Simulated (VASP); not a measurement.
# InH: single point with PBE

Crystal: InH.

```
CELL_PARAMETERS angstrom
3.18235 0.00000 0.00000
0.00000 3.18235 0.00000
0.00000 0.00000 3.18347
ATOMIC_POSITIONS crystal
In 0.50000 0.50000 0.50000
H 0.00000 0.00000 0.00000
```

```yaml
Program: VASP 6.6.1
Task: single point
Functional: PBE
Potentials_or_basis: VASP PAW PBE potentials, release 64 (In_d, H)
Cutoff: 520 eV
k_mesh: 18 × 18 × 18
Occupations: gaussian, width 0.1 eV
Spin: no spin polarisation
Dipole_correction: no
Further_INCAR_settings: ALGO = Normal; EDIFF = 1e-06; NBANDS = 14
```

| Property | Result |
| --- | --- |
| Pressure | -0.1 GPa |
| Band gap on the k mesh | zero (bands 7 and 8 overlap by 3.14 eV) |

Levels at points of the mesh, in eV from the Fermi level:
```tsv
k point	band 3	band 4	band 5	band 6	band 7	band 8	band 9	band 10	band 11	band 12
(0.00, 0.00, 0.00)	-14.27	-14.27	-14.27	-9.33	2.33	6.14	6.15	6.15	9.51	9.52
(0.50, 0.00, 0.00)	-14.41	-14.41	-14.26	-5.44	-5.30	5.02	9.10	9.11	11.90	12.56
(0.50, 0.50, 0.00)	-14.39	-14.39	-14.13	-2.12	-2.06	-0.80	-0.80	12.07	12.17	13.86
(0.00, 0.00, 0.50)	-14.41	-14.41	-14.26	-5.45	-5.30	5.02	9.10	9.10	11.90	12.57
(0.50, 0.00, 0.50)	-14.39	-14.39	-14.13	-2.12	-2.06	-0.81	-0.80	12.08	12.18	13.87
(0.50, 0.50, 0.50)	-14.59	-14.12	-14.12	-1.12	1.57	1.81	1.81	1.82	5.91	5.91
```

Run time: 52 s on 1 thread of Intel(R) Xeon(R) Platinum 8559C (Emerald Rapids), with other jobs on the host, peak memory 0.34 GiB.

Caveat: spin-orbit coupling is left out, which moves the levels of the heavy elements.
